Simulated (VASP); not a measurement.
## PtSe: relaxation of cell and atoms with PBE

PtSe:

```xyz
2
Lattice="0.0000 2.7984 2.7984 2.7984 0.0000 2.7984 2.7984 2.7984 0.0000" Properties=species:S:1:pos:R:3 pbc="T T T"
Pt    2.7984    2.7984    2.7984
Se    0.0000    0.0000    0.0000
```

```
Program                : VASP 6.6.1
Task                   : relaxation of cell and atoms
Functional             : PBE
Potentials or basis    : VASP PAW PBE potentials, release 64 (Pt, Se)
Cutoff                 : 600 eV
k mesh                 : 8 × 8 × 8
Occupations            : fermi-dirac, width 0.05 eV
Spin                   : no spin polarisation
Target pressure        : 10 GPa
Dipole correction      : no
Further INCAR settings : ALGO = Normal; EDIFF = 1e-07; IBRION = 2; EDIFFG = -0.01; NSW = 60; ISIF = 3
```

```yaml
Relaxed_volume: 17.32 Å³/atom
Relaxed_cell: a = 3.659 Å, b = 3.659 Å, c = 3.659 Å, α = 60.00°, β = 60.00°, γ = 60.00°
Space_group_after_relaxing_to_0.1_Å: Fm-3m (No. 225)
Energy_change_on_relaxing_the_run_minimises_the_enthalpy: -153.2 meV/atom
Ionic_steps: 5
Pressure_after_relaxing: 10.0 GPa
Band_gap_on_the_k_mesh: zero (bands 8 and 9 overlap by 4.73 eV)
```

Step by step:
```csv
step,energy change (eV),largest force (eV/Å),pressure (GPa),volume (Å³)
1,0.0000,0.0000,-14.54,43.83
2,2.4915,0.0000,118.10,25.80
3,-0.3381,0.0000,7.03,35.24
4,-0.3194,0.0000,8.87,34.86
5,-0.3064,0.0000,10.01,34.64
```

Final structure:
```
CELL_PARAMETERS angstrom
0.00000 2.58735 2.58735
2.58735 0.00000 2.58735
2.58735 2.58735 0.00000
ATOMIC_POSITIONS crystal
Pt 0.50000 0.50000 0.50000
Se 0.00000 0.00000 0.00000
```

Levels at points of the mesh, in eV from the Fermi level:
```
           k point  band 6  band 7  band 8  band 9  band 10  band 11
(0.00, 0.00, 0.00)   -3.55   -1.62   -1.62   -1.62     1.68     9.54
(0.50, 0.00, 0.00)   -2.46   -1.91    3.11    3.11     3.11     6.13
(0.50, 0.50, 0.00)   -3.01   -2.07   -2.07   -1.41     0.12     8.59
```

Run time: 83 s on 1 thread of Intel Xeon 8259CL (shared host), peak memory 0.2 GiB.

Caveat: the cell is relaxed towards a set pressure, so the run minimises the enthalpy, not the energy; the volume moved by over 15 % at a fixed basis, so the end points are rough; spin-orbit coupling is left out, which moves the levels of the heavy elements.
